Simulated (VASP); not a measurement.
Al6H: single point with PBE

System: Al6H, a slab with vacuum.

```
Al H
1.0
     5.71430    0.00000    0.00000
    -2.85715    4.94873    0.00000
     0.00000    0.00000   22.60164
Al H
12 2
Direct
  0.33333 0.16667 0.17698
  0.33333 0.66667 0.17698
  0.83333 0.16667 0.17698
  0.83333 0.66667 0.17698
  0.16667 0.33333 0.27878
  0.16667 0.83333 0.27878
  0.66667 0.33333 0.27878
  0.66667 0.83333 0.27878
  0.00000 0.00000 0.38058
  0.00000 0.50000 0.38058
  0.50000 0.00000 0.38058
  0.50000 0.50000 0.38058
  0.11613 0.23225 0.42880
  0.38387 0.76775 0.42880
```

| Item | Value |
| --- | --- |
| Program | VASP 6.6.1 |
| Task | single point |
| Functional | PBE |
| Potentials or basis | VASP PAW PBE potentials, release 64 (Al, H) |
| Cutoff | 520 eV |
| k mesh | 6 × 6 × 1 |
| Occupations | gaussian, width 0.1 eV |
| Spin | no spin polarisation |
| Dipole correction | yes |
| Further INCAR settings | ALGO = Normal; EDIFF = 1e-06; NBANDS = 32 |

* Largest force: 1.490 eV/Å
* Band gap on the k mesh: zero (bands 19 and 20 overlap by 1.18 eV)

Forces on the atoms (eV/Å):
```
Al   0.074 -0.025 -0.121
Al   0.000  0.059 -0.030
Al  -0.074 -0.025 -0.121
Al   0.000 -0.012 -0.186
Al   0.000 -0.004  0.305
Al   0.009 -0.031  0.150
Al   0.000  0.171 -0.169
Al  -0.009 -0.031  0.150
Al   0.000 -0.990 -0.749
Al  -0.417 -0.101 -0.013
Al   0.000  1.188 -0.899
Al   0.417 -0.101 -0.013
H    0.000  0.984  0.921
H    0.000 -1.081  0.776
```

Levels at points of the mesh, in eV from the Fermi level:
```
           k point  band 15  band 16  band 17  band 18  band 19  band 20  band 21  band 22  band 23  band 24
(0.00, 0.00, 0.00)    -2.89    -2.86    -2.00    -1.08    -0.60    -0.58    -0.32    -0.31     0.08     1.28
(0.50, 0.00, 0.00)    -0.83    -0.63    -0.53    -0.33     0.06     0.51     0.82     0.87     1.16     1.47
(0.00, 0.50, 0.00)    -0.83    -0.60    -0.56    -0.36    -0.06     0.25     0.77     1.12     1.22     1.47
```

Run time: 16 min on 1 thread of Intel Xeon 8259CL, with other jobs on the host, peak memory 0.71 GiB.
